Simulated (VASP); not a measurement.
Set up this calculation in VASP 6.6.1, as the native input.

- Task: single point
- Functional: PBE
- Potentials or basis: VASP PAW PBE potentials, release 64 (Zr_sv, Hf_pv, Ge_d)
- Cutoff: 520 eV
- k mesh: 4 × 4 × 4
- Occupations: gaussian, width 0.1 eV
- Spin: no spin polarisation
- Dipole correction: no
- Further INCAR settings: ALGO = Normal; EDIFF = 1e-06; NBANDS = 48

The structure of HfZrGe4 lies in POSCAR:

```
HfZrGe4
1.0
    4.6543898400      0.0000000000      0.0000000000
    0.0000000000      4.6543898400      0.0000000000
    0.0000000000      0.0000000000      6.5633100300
Zr Hf Ge
1 1 4
Direct
    0.5000000000      0.5000000000      0.5000000000
    0.0000000000      0.0000000000      0.0000000000
    0.5000000000      0.0000000000      0.7490356600
    0.0000000000      0.5000000000      0.2509643400
    0.5000000000      0.0000000000      0.2509643400
    0.0000000000      0.5000000000      0.7490356600
```

One way to write it, as run:

INCAR

```
SYSTEM = HfZrGe4
PREC = Accurate
ENCUT = 520
EDIFF = 1E-6
ISMEAR = 0
SIGMA = 0.1
LREAL = .FALSE.
LASPH = .TRUE.
NELM = 60
ALGO = Normal
ISIF = 2
LWAVE = .FALSE.
LCHARG = .TRUE.
GGA = PE
LELF = .TRUE.
LVHAR = .TRUE.
NBANDS = 48
```

KPOINTS

```
regular mesh
0
G
  4 4 4
  0 0 0
```

Potentials or basis: VASP PAW PBE potentials, release 64 (Zr_sv, Hf_pv, Ge_d).

The run is started by

```bash
$ cat potpaw_PBE.64/Zr_sv/POTCAR potpaw_PBE.64/Hf_pv/POTCAR potpaw_PBE.64/Ge_d/POTCAR > POTCAR
$ mpirun -np 1 vasp_std > vasp.out
```

It gave:

- Pressure: -3.9 GPa
- Largest force: 0.105 eV/Å
- Band gap on the k mesh: zero (band 39 reaches 5.73 eV, above the bottom of band 40 at 5.16 eV)

Caveat: spin-orbit coupling is left out, which moves the levels of the heavy elements.

Wall time 88 s on 1 thread of Intel(R) Xeon(R) Platinum 8488C (Sapphire Rapids) (shared host), peak memory 0.3 GiB.
